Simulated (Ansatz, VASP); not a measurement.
**Cu12CO: VASP beside Ansatz**

The input INCAR:

```
ALGO = Normal
DIPOL = 0.5 0.5 0.300
EDIFF = 1E-6
ENCUT = 520
GGA = PE
IDIPOL = 3
ISIF = 2
ISMEAR = 0
IVDW = 12
LASPH = T
LCHARG = F
LDIPOL = T
LREAL = F
LWAVE = F
NBANDS = 84
NELM = 80
PREC = Accurate
SIGMA = 0.1
```

Contents of KPOINTS:

```
k-points
0
Gamma
  6 6 1
```

The input POSCAR:

```
Cu12CO
1.0
    5.0393684011      0.0000000000      0.0000000000
   -2.5196842005      4.3642210544      0.0000000000
    0.0000000000      0.0000000000     22.8721943999
Cu O C
12 1 1
Direct
    0.3333333333      0.1666666667      0.1748848375
    0.3333333333      0.6666666667      0.1748848375
    0.8333333333      0.1666666667      0.1748848375
    0.8333333333      0.6666666667      0.1748848375
    0.1666666667      0.3333333333      0.2649977796
    0.1666666667      0.8333333333      0.2649977796
    0.6666666667      0.3333333333      0.2649977796
    0.6666666667      0.8333333333      0.2649977796
    0.0000000000      0.0000000000      0.3551121619
    0.0000000000      0.5000000000      0.3551121619
    0.5000000000      0.0000000000      0.3551121619
    0.5000000000      0.5000000000      0.3551121619
    0.0000000000      0.1666666667      0.4862757900
    0.0000000000      0.1666666667      0.5365551807
```

Input for Ansatz:

```yaml
crystal:
  lattice:
    - [5.0393684011, 0.0, 0.0]
    - [-2.5196842005, 4.3642210544, 0.0]
    - [0.0, 0.0, 22.8721943999]
  atoms:
    - { symbol: Cu, position: [0.3333333333, 0.1666666667, 0.1748848375] }
    - { symbol: Cu, position: [0.3333333333, 0.6666666667, 0.1748848375] }
    - { symbol: Cu, position: [0.8333333333, 0.1666666667, 0.1748848375] }
    - { symbol: Cu, position: [0.8333333333, 0.6666666667, 0.1748848375] }
    - { symbol: Cu, position: [0.1666666667, 0.3333333333, 0.2649977796] }
    - { symbol: Cu, position: [0.1666666667, 0.8333333333, 0.2649977796] }
    - { symbol: Cu, position: [0.6666666667, 0.3333333333, 0.2649977796] }
    - { symbol: Cu, position: [0.6666666667, 0.8333333333, 0.2649977796] }
    - { symbol: Cu, position: [0.0, 0.0, 0.3551121619] }
    - { symbol: Cu, position: [0.0, 0.5, 0.3551121619] }
    - { symbol: Cu, position: [0.5, 0.0, 0.3551121619] }
    - { symbol: Cu, position: [0.5, 0.5, 0.3551121619] }
    - { symbol: O, position: [0.0, 0.1666666667, 0.48627579] }
    - { symbol: C, position: [0.0, 0.1666666667, 0.5365551807] }
basis:
  ecutwfc: 420
kpoints:
  mp_grid: { grid: [6, 6, 1] }
hamiltonian:
  xc: pbe
  dispersion: d3bj
scf:
  occupations: { method: gaussian, width: 0.1 }
output:
  forces: true
  eigenvalues: true
efield:
  axis: 3
  dipole_correction: true
  ramp_width: 0.04
```

Alike in both runs: task single point; functional PBE; dispersion D3(BJ); k mesh 6 × 6 × 1; occupations gaussian, width 0.1 eV; no spin polarisation.

|  | VASP | Ansatz |
| --- | --- | --- |
| version | VASP 6.6.1 | Ansatz 0.2.0 |
| potentials or method | VASP PAW PBE potentials, release 64 (Cu, O, C), cutoff 520 eV | scalar-relativistic, plane waves, PAW |
| valence electrons in the cell | 142 | 238 |

Ansatz gave:

- gap on the k mesh at the Fermi level (eV): none
- rms of the force components (eV/Å): 0.342

Question: What did VASP give for the same quantities?

Answer: gap on the k mesh at the Fermi level (eV): none; rms of the force components (eV/Å): 0.159.

Atom by atom the forces differ by 0.185 eV/Å (rms over components). A gap of «none» marks a metal or a gap that the smearing closes. One of these differences is far larger than is usual between the two programs; its cause wasn't traced. VASP's potentials hold 142 valence electrons a cell and Ansatz's 238, so a difference there can come from the potentials and not from the codes.

Noted on VASP's run: the standard files for N, O and F lose accuracy on very short bonds.
